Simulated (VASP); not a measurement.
# TaTe (Pm-3m) in VASP: settings compared, part 2 of 2

VASP 6.6.1. Earlier steps stand in the parts before.

**3. Single point, PBE (volume scaled by 1.02)**

Input file INCAR:

```
SYSTEM = TaTe
PREC = Accurate
ENCUT = 500
EDIFF = 1E-6
ISMEAR = -1
SIGMA = 0.05
LREAL = .FALSE.
LASPH = .TRUE.
NELM = 120
ALGO = Normal
ISIF = 2
LWAVE = .FALSE.
LCHARG = .FALSE.
GGA = PE
NBANDS = 16
GGA_COMPAT = .FALSE.
```

Input file KPOINTS:

```
Automatic mesh
0
G
  8 8 8
  0 0 0
```

Input file POSCAR:

```
TaTe
1.0
    3.4427402627      0.0000000000      0.0000000000
    0.0000000000      3.4427402627      0.0000000000
    0.0000000000      0.0000000000      3.4427402627
Ta Te
1 1
Direct
    0.5000000000      0.5000000000      0.5000000000
    0.0000000000      0.0000000000      0.0000000000
```

Potentials or basis: VASP PAW PBE potentials, release 64 (Ta_pv, Te).

Run with:

```sh
cat potpaw_PBE.64/Ta_pv/POTCAR potpaw_PBE.64/Te/POTCAR > POTCAR
mpirun -np 1 vasp_std > vasp.out
```

OUTCAR:

```text
SYSTEM = TaTe
   PREC = Accurate
   ENCUT = 500
   EDIFF = 1E-6
   ISMEAR = -1
   LREAL = .FALSE.
   LASPH = .TRUE.
   NELM = 120
   ISIF = 2
   GGA = PE

 ion  position               nearest neighbor table
   1  0.500  0.500  0.500-   2 2.98   2 2.98   2 2.98   2 2.98   2 2.98   2 2.98   2 2.98   2 2.98

   2  0.000  0.000  0.000-   1 2.98   1 2.98   1 2.98   1 2.98   1 2.98   1 2.98   1 2.98   1 2.98

  LATTYP: Found a simple cubic cell.
 ALAT       =     3.4427402627

  Lattice vectors:

 A1 = (   3.4427402627,   0.0000000000,   0.0000000000)
 A2 = (   0.0000000000,   3.4427402627,   0.0000000000)
 A3 = (   0.0000000000,   0.0000000000,   3.4427402627)

Analysis of symmetry for initial positions (statically):
=====================================================================
 Subroutine PRICEL returns:
 Original cell was already a primitive cell.

 Routine SETGRP: Setting up the symmetry group for a
 simple cubic supercell.

 Subroutine GETGRP returns: Found 48 space group operations
 (whereof 48 operations were pure point group operations)
 out of a pool of 48 trial point group operations.

The static configuration has the point symmetry O_h .

Analysis of symmetry for dynamics (positions and initial velocities):
=====================================================================
 Subroutine PRICEL returns:
 Original cell was already a primitive cell.

 Routine SETGRP: Setting up the symmetry group for a
 simple cubic supercell.

 Subroutine GETGRP returns: Found 48 space group operations
 (whereof 48 operations were pure point group operations)
 out of a pool of 48 trial point group operations.

The dynamic configuration has the point symmetry O_h .

 Subroutine INISYM returns: Found 48 space group operations
 (whereof 48 operations are pure point group operations),
 and found     1 'primitive' translations

----------------------------------------------------------------------------------------

[... 106 lines left out ...]
   EFERMI =   0.00;   METHOD = LEGACY
   ISMEAR =    -1;   SIGMA  =   0.05  broadening in eV -4-tet -1-fermi 0-gaus
   EFERMI_NEDOS =   21; number of points for ismear=-14 and -15
   IALGO  =     38    algorithm
   IMIX   =      4    mixing-type and parameters
     AMIX     =   0.40;   BMIX     =  1.00
     AMIX_MAG =   1.60;   BMIX_MAG =  1.00
  volume/ion in A,a.u.               =      20.40       137.68
  Fermi-wavevector in a.u.,A,eV,Ry     =   1.222701  2.310570 20.340674  1.494997
  Thomas-Fermi vector in A             =   2.357838
   LORBIT       =      0    0 simple, 1 ext, 2 COOP (PROOUT), +10 PAW based schemes
   GGA     = PE    functional components
   LHFCALC =     F    Hartree Fock is set to
   AEXX    =    0.0000 exact exchange contribution
   IVDW    =     0    specifies the selected vdW correction
   LEPSILON=     F    determine dielectric tensor
   LRPA    =     F    only Hartree local field effects (RPA)
 non-spin polarized calculation
  energy-cutoff  :      500.00
  volume of cell :       40.80
 maximum number of plane-waves:      1064
 NGX is ok and might be reduce to    28
   NGX = 13   NGY = 13   NGZ = 13

 number of electron      17.0000002 magnetization

 Free energy of the ion-electron system (eV)
  ---------------------------------------------------
  ext. energy  EPLUGINS =         0.00000000
  ---------------------------------------------------
  free energy    TOTEN  =       -14.53268532 eV

  energy without entropy =      -14.50398646  energy(sigma->0) =      -14.51833589

 E-fermi :   9.4781     XC(G=0): -11.8036

 val. band max:        9.4736276471   @ k =   0.3750   0.3750   0.2500
 cond. band min:       9.5562792802   @ k =   0.3750   0.3750   0.2500
 fundamental gap:      0.0826516331
 Fermi energy:         9.4780558333

 k-point     1 :       0.0000    0.0000    0.0000
  band No.  band energies     occupation
      1     -25.5335      2.00000
      2     -25.5335      2.00000
      3     -25.5335      2.00000
      4      -5.2540      2.00000
      5       6.7370      2.00000
      6       6.7370      2.00000
[... 433 lines left out ...]
      3     -25.5290      2.00000
      4      -2.6834      2.00000
      5       3.0073      2.00000
      6       3.8993      2.00000
[... 8 lines left out ...]
     15      17.6548      0.00000
     16      19.8804      0.00000

 [... further k-points ...]
[... 5 lines left out ...]
  --------------------------------------------------------------------------------------
  -------------------------------------------------------------------------------------
  Total       -0.6649710     -0.6649710     -0.6649710      0.0000000     -0.0000000      0.0000000
  in kB      -26.1096190    -26.1096190    -26.1096190      0.0000000     -0.0000000      0.0000000
  external PRESSURE =     -26.1096190 kB  Pullay stress =       0.0000000 kB

 VOLUME and BASIS-vectors are now :
 -----------------------------------------------------------------------------
  energy-cutoff  :      500.00
  volume of cell :       40.80
      direct lattice vectors                 reciprocal lattice vectors
     3.442740263  0.000000000  0.000000000     0.290466292  0.000000000  0.000000000
     0.000000000  3.442740263  0.000000000     0.000000000  0.290466292  0.000000000
     0.000000000  0.000000000  3.442740263     0.000000000  0.000000000  0.290466292

 POSITION                                       TOTAL-FORCE (eV/Angst)
 -----------------------------------------------------------------------------------
      1.72137      1.72137      1.72137         0.000000      0.000000      0.000000
      0.00000      0.00000      0.00000         0.000000      0.000000      0.000000
 -----------------------------------------------------------------------------------
    total drift:                                0.000000      0.000000      0.000000

  FREE ENERGIE OF THE ION-ELECTRON SYSTEM (eV)
  ---------------------------------------------------
  free  energy   TOTEN  =       -14.5326853200 eV

  energy  without entropy=      -14.5039864587  energy(sigma->0) =      -14.51833589
```

OSZICAR:

```text
N       E                     dE             d eps       ncg     rms          rms(c)
DAV:   1     0.914500947390E+02    0.91450E+02   -0.80229E+03  1120   0.909E+02
DAV:   2    -0.126890247926E+02   -0.10414E+03   -0.99742E+02  1496   0.247E+02
DAV:   3    -0.150262982972E+02   -0.23373E+01   -0.23072E+01  1272   0.338E+01
DAV:   4    -0.150426961616E+02   -0.16398E-01   -0.16396E-01  1400   0.328E+00
DAV:   5    -0.150429573296E+02   -0.26117E-03   -0.26117E-03  1312   0.403E-01    0.124E+01
DAV:   6    -0.145853289911E+02    0.45763E+00   -0.73486E-01  1184   0.715E+00    0.605E+00
DAV:   7    -0.145394213625E+02    0.45908E-01   -0.94733E-02  1240   0.216E+00    0.217E+00
DAV:   8    -0.145327369993E+02    0.66844E-02   -0.14274E-02  1264   0.685E-01    0.299E-01
DAV:   9    -0.145326998089E+02    0.37190E-04   -0.49463E-04  1344   0.154E-01    0.184E-01
DAV:  10    -0.145326809476E+02    0.18861E-04   -0.15202E-04  1264   0.997E-02    0.398E-02
DAV:  11    -0.145326870386E+02   -0.60910E-05   -0.48787E-06  1464   0.194E-02    0.131E-02
DAV:  12    -0.145326854781E+02    0.15605E-05   -0.31993E-07   712   0.469E-03    0.128E-03
DAV:  13    -0.145326853200E+02    0.15806E-06   -0.24624E-08   680   0.115E-03
   1 F= -.14532685E+02 E0= -.14518336E+02  d E =-.286989E-01
```

Wall time 18 s (1 thread of Intel Xeon 6975P-C, shared host); peak memory 0.17 GiB.

Results:

* Free energy: -14.5327 eV
* Pressure: -2.6 GPa

Caveat: spin-orbit coupling is left out, which moves the levels of the heavy elements.
